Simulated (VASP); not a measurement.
# Al (Im-3m) in VASP: single point with PBEsol

Aim: the single point of Al with PBEsol.

All numbers are computed with VASP 6.6.1; they aren't measurements. Logs are shortened: lines on timing, memory, paths and dates and some standing lists are left out, and cuts for length are marked.

**1. The cell of the first run**

The structure is cubic, space group Im-3m (No. 229). Conventional cell: a = 3.182 Å, b = 3.182 Å, c = 3.182 Å, α = 90.00°, β = 90.00°, γ = 90.00°. Al (site symmetry m-3m) has 14 Al at 2.76 to 3.18 Å within 3.6 Å.

**2. Single point, PBEsol**

The input, INCAR:

```
SYSTEM = Al
  PREC = Accurate
  ENCUT = 520
  EDIFF = 1E-6
  ISMEAR = 1
  SIGMA = 0.1
  LREAL = .FALSE.
  LASPH = .TRUE.
  NELM = 80
  ALGO = Normal
  ISIF = 2
  LWAVE = .FALSE.
  LCHARG = .TRUE.
  GGA = PS
  LELF = .TRUE.
  LVHAR = .TRUE.
  NBANDS = 8
```

The input, KPOINTS:

```
regular mesh
0
G
  10 10 10
  0 0 0
```

The input, POSCAR:

```
Al
1.0
   -1.5912186900      1.5912186900      1.5912186900
    1.5912186900     -1.5912186900      1.5912186900
    1.5912186900      1.5912186900     -1.5912186900
Al
1
Direct
    0.0000000000      0.0000000000      0.0000000000
```

Potentials or basis: VASP PAW PBE potentials, release 64 (Al).

The run is started by

```console
cat potpaw_PBE.64/Al/POTCAR > POTCAR
mpirun -np 1 vasp_std > vasp.out
```

OUTCAR:

```text
SYSTEM = Al
   PREC = Accurate
   ENCUT = 520
   EDIFF = 1E-6
   ISMEAR = 1
   LREAL = .FALSE.
   LASPH = .TRUE.
   NELM = 80
   ISIF = 2
   GGA = PS

 ion  position               nearest neighbor table
   1  0.000  0.000  0.000-

  LATTYP: Found a body centered cubic cell.
 ALAT       =     3.1824373800

  Lattice vectors:

 A1 = (  -1.5912186900,   1.5912186900,   1.5912186900)
 A2 = (   1.5912186900,  -1.5912186900,   1.5912186900)
 A3 = (   1.5912186900,   1.5912186900,  -1.5912186900)

Analysis of symmetry for initial positions (statically):
=====================================================================
 Subroutine PRICEL returns:
 Original cell was already a primitive cell.

 Routine SETGRP: Setting up the symmetry group for a
 body centered cubic supercell.

 Subroutine GETGRP returns: Found 48 space group operations
 (whereof 48 operations were pure point group operations)
 out of a pool of 48 trial point group operations.

The static configuration has the point symmetry O_h .

Analysis of symmetry for dynamics (positions and initial velocities):
=====================================================================
 Subroutine PRICEL returns:
 Original cell was already a primitive cell.

 Routine SETGRP: Setting up the symmetry group for a
 body centered cubic supercell.

 Subroutine GETGRP returns: Found 48 space group operations
 (whereof 48 operations were pure point group operations)
 out of a pool of 48 trial point group operations.

The dynamic configuration has the point symmetry O_h .

 Subroutine INISYM returns: Found 48 space group operations
 (whereof 48 operations are pure point group operations),
 and found     1 'primitive' translations

----------------------------------------------------------------------------------------

                                     Primitive cell

  volume of cell :      16.1157

  direct lattice vectors                    reciprocal lattice vectors
    -1.591218690  1.591218690  1.591218690     0.000000000  0.314224565  0.314224565
     1.591218690 -1.591218690  1.591218690     0.314224565  0.000000000  0.314224565
     1.591218690  1.591218690 -1.591218690     0.314224565  0.314224565  0.000000000

  length of vectors
     2.756071617  2.756071617  2.756071617     0.444380641  0.444380641  0.444380641

  position of ions in fractional coordinates (direct lattice)
     0.000000000  0.000000000  0.000000000

  ion indices of the primitive-cell ions
   primitive index   ion index
                 1           1

----------------------------------------------------------------------------------------

 KPOINTS: regular mesh

Automatic generation of k-mesh.
 Grid dimensions read from file:
 generate k-points for:   10   10   10

 Generating k-lattice:

  Cartesian coordinates                     Fractional coordinates (reciprocal lattice)
     0.000000000  0.031422456  0.031422456     0.100000000  0.000000000  0.000000000
     0.031422456  0.000000000  0.031422456     0.000000000  0.100000000  0.000000000
     0.031422456  0.031422456  0.000000000     0.000000000  0.000000000  0.100000000

  Length of vectors
     0.044438064  0.044438064  0.044438064

  Shift w.r.t. Gamma in fractional coordinates (k-lattice)
     0.000000000  0.000000000  0.000000000

 Subroutine IBZKPT returns following result:
 ===========================================

 Found     47 irreducible k-points:

 Following reciprocal coordinates:
            Coordinates               Weight
  0.000000  0.000000  0.000000      1.000000
  0.100000  0.000000  0.000000     12.000000
  0.200000  0.000000  0.000000     12.000000
  0.300000  0.000000  0.000000     12.000000
  0.400000  0.000000  0.000000     12.000000
  0.500000  0.000000  0.000000      6.000000
[... 16 lines left out ...]
  0.300000  0.300000  0.100000      8.000000
 -0.300000  0.300000  0.100000     24.000000
 [... further k-points ...]
   k-points           NKPTS =     47   k-points in BZ     NKDIM =     47   number of bands    NBANDS=      8
   number of dos      NEDOS =    301   number of ions     NIONS =      1
   total plane-waves  NPLWV =   8000
   dimension x,y,z NGX =    20 NGY =   20 NGZ =   20
   dimension x,y,z NGXF=    40 NGYF=   40 NGZF=   40
   ions per type =               1
   NGX,Y,Z   is equivalent  to a cutoff of  12.06, 12.06, 12.06 a.u.
   NGXF,Y,Z  is equivalent  to a cutoff of  24.13, 24.13, 24.13 a.u.
 SYSTEM =  Al
   PREC   = accura    normal or accurate (medium, high low for compatibility)
   ISTART =      0    job   : 0-new  1-cont  2-samecut
   ICHARG =      2    charge: 1-file 2-atom 10-const
   ISPIN  =      1    spin polarized calculation?
   LNONCOLLINEAR =      F non collinear calculations
   LSORBIT =      F    spin-orbit coupling
   LASPH  =      T    aspherical Exc in radial PAW
   ENCUT  =  520.0 eV  38.22 Ry    6.18 a.u.   5.12  5.12  5.12*2*pi/ulx,y,z
   NELM   =     80;   NELMIN=  2; NELMDL= -5     # of ELM steps
   EDIFF  = 0.1E-05   stopping-criterion for ELM
   LREAL  =      F    real-space projection
   EDIFFG = 0.1E-04   stopping-criterion for IOM
   NSW    =      0    number of steps for IOM
   IBRION =     -1    ionic relax: 0-MD 1-quasi-New 2-CG
   NFREE  =      0    steps in history (QN), initial steepest desc. (CG)
   ISIF   =      2    stress and relaxation
   ISYM   =      2    0-nonsym 1-usesym 2-fastsym
   POTIM  = 0.5000    time-step for ionic-motion
   TEBEG  =    0.0;   TEEND  =   0.0 temperature during run
   PSTRESS=    0.0 pullay stress
   NELECT =       3.0000    total number of electrons
   NUPDOWN=      -1.0000    fix difference up-down
   EMIN   =  10.00;   EMAX   =-10.00  energy-range for DOS
   EFERMI =   0.00;   METHOD = LEGACY
   ISMEAR =     1;   SIGMA  =   0.10  broadening in eV -4-tet -1-fermi 0-gaus
   EFERMI_NEDOS =   21; number of points for ismear=-14 and -15
   IALGO  =     38    algorithm
   IMIX   =      4    mixing-type and parameters
     AMIX     =   0.40;   BMIX     =  1.00
     AMIX_MAG =   1.60;   BMIX_MAG =  1.00
  volume/ion in A,a.u.               =      16.12       108.75
  Fermi-wavevector in a.u.,A,eV,Ry     =   0.934757  1.766435 11.888371  0.873771
  Thomas-Fermi vector in A             =   2.061595
   LORBIT       =      0    0 simple, 1 ext, 2 COOP (PROOUT), +10 PAW based schemes
   GGA     = PS    functional components
   LHFCALC =     F    Hartree Fock is set to
   AEXX    =    0.0000 exact exchange contribution
   IVDW    =     0    specifies the selected vdW correction
   LEPSILON=     F    determine dielectric tensor
   LRPA    =     F    only Hartree local field effects (RPA)
 non-spin polarized calculation
 Methfessel and Paxton  Order N= 1 SIGMA  =   0.10
  energy-cutoff  :      520.00
  volume of cell :       16.12
 maximum number of plane-waves:       466
   NGX = 11   NGY = 11   NGZ = 11

 number of electron       3.0000000 magnetization

 Free energy of the ion-electron system (eV)
  ---------------------------------------------------
  ext. energy  EPLUGINS =         0.00000000
  ---------------------------------------------------
  free energy    TOTEN  =        -4.00396328 eV

  energy without entropy =       -4.00325198  energy(sigma->0) =       -4.00372618

 E-fermi :   8.1627     XC(G=0): -10.3464

 val. band max:        8.1139042961   @ k =   0.5000   0.5000   0.4000
 cond. band min:       8.1792922419   @ k =  -0.4000   0.4000   0.2000
 fundamental gap:      0.0653879458
 Fermi energy:         8.1626623389

 k-point     1 :       0.0000    0.0000    0.0000
  band No.  band energies     occupation
      1      -3.0911      2.00000
      2      21.5856      0.00000
      3      21.5856      0.00000
      4      21.5856      0.00000
      5      23.2295      0.00000
      6      23.2295      0.00000
      7      23.2295      0.00000
      8      24.6684      0.00000

 k-point     2 :       0.1000    0.0000    0.0000
  band No.  band energies     occupation
      1      -2.7990      2.00000
      2      18.7572      0.00000
      3      20.1486      0.00000
      4      20.5580      0.00000
      5      22.1286      0.00000
      6      23.1470      0.00000
      7      24.1792      0.00000
      8      24.8699      0.00000

 k-point     3 :       0.2000    0.0000    0.0000
  band No.  band energies     occupation
      1      -1.9264      2.00000
      2      14.5783      0.00000
      3      18.5807      0.00000
      4      18.9246      0.00000
      5      20.5497      0.00000
      6      21.8265      0.00000
      7      25.4137      0.00000
      8      25.5353      0.00000

 k-point     4 :       0.3000    0.0000    0.0000
  band No.  band energies     occupation
      1      -0.4842      2.00000
      2      10.6291      0.00000
      3      17.4445      0.00000
      4      17.6072      0.00000
      5      19.3294      0.00000
      6      20.7616      0.00000
      7      26.6367      0.00000
      8      27.0016      0.00000

 k-point     5 :       0.4000    0.0000    0.0000
  band No.  band energies     occupation
      1       1.5086      2.00000
      2       7.1103      2.00000
      3      16.7634      0.00000
      4      16.7878      0.00000
      5      18.5825      0.00000
      6      20.0573      0.00000
      7      28.0771      0.00000
      8      28.9679      0.00000
[... 177 lines left out ...]
 k-point    22 :      -0.2000    0.2000    0.1000
  band No.  band energies     occupation
      1      -1.6367      2.00000
      2      14.7625      0.00000
      3      16.4738      0.00000
      4      18.8659      0.00000
      5      20.5016      0.00000
      6      21.4568      0.00000
      7      24.4712      0.00000
      8      27.1118      0.00000

 k-point    23 :       0.3000    0.3000    0.1000
  band No.  band energies     occupation
      1       6.2264      2.00000
      2       6.2264      2.00000
      3       7.2251      2.00000
      4      12.1460      0.00000
      5      27.4733      0.00000
      6      27.5367      0.00000
      7      27.5367      0.00000
      8      32.1541      0.00000

 k-point    24 :      -0.3000    0.3000    0.1000
  band No.  band energies     occupation
      1      -0.1974      2.00000
      2      10.8804      0.00000
      3      15.2161      0.00000
      4      17.6180      0.00000
      5      20.3417      0.00000
      6      21.2768      0.00000
      7      23.8537      0.00000
      8      29.6914      0.00000

 [... further k-points ...]

------------------------ aborting loop because EDIFF is reached ----------------------------------------

  FORCE on cell =-STRESS in cart. coord.  units (eV):
  Direction    XX          YY          ZZ          XY          YZ          ZX
  --------------------------------------------------------------------------------------
  -------------------------------------------------------------------------------------
  Total        0.2804394      0.2804394      0.2804394      0.0000000     -0.0000000     -0.0000000
  in kB       27.8804630     27.8804630     27.8804630      0.0000000     -0.0000000     -0.0000000
  external PRESSURE =      27.8804630 kB  Pullay stress =       0.0000000 kB

 VOLUME and BASIS-vectors are now :
 -----------------------------------------------------------------------------
  energy-cutoff  :      520.00
  volume of cell :       16.12
      direct lattice vectors                 reciprocal lattice vectors
    -1.591218690  1.591218690  1.591218690     0.000000000  0.314224565  0.314224565
     1.591218690 -1.591218690  1.591218690     0.314224565  0.000000000  0.314224565
     1.591218690  1.591218690 -1.591218690     0.314224565  0.314224565  0.000000000

 POSITION                                       TOTAL-FORCE (eV/Angst)
 -----------------------------------------------------------------------------------
      0.00000      0.00000      0.00000        -0.000000      0.000000     -0.000000
 -----------------------------------------------------------------------------------
    total drift:                                0.000000      0.000000     -0.000000

  FREE ENERGIE OF THE ION-ELECTRON SYSTEM (eV)
  ---------------------------------------------------
  free  energy   TOTEN  =        -4.0039632765 eV

  energy  without entropy=       -4.0032519787  energy(sigma->0) =       -4.00372618
```

Wall time 4.3 s (1 thread of Intel Xeon 8259CL, shared host); peak memory 0.12 GiB.

Results:

| Item | Value |
| --- | --- |
| Free energy | -4.0040 eV |
| Pressure | 2.8 GPa |

Levels at points of the mesh, in eV from the Fermi level:
| k point | band 1 | band 2 | band 3 | band 4 | band 5 |
| --- | --- | --- | --- | --- | --- |
| (0.00, 0.00, 0.00) | -11.25 | 13.42 | 13.42 | 13.42 | 15.07 |
| (0.50, 0.00, 0.00) | -4.37 | -3.85 | 8.35 | 8.37 | 10.17 |
| (0.50, 0.50, 0.50) | 1.94 | 1.94 | 1.94 | 2.97 | 2.97 |

Caveat: the PAW data sets were made with another functional, which shifts forces and pressure a little.
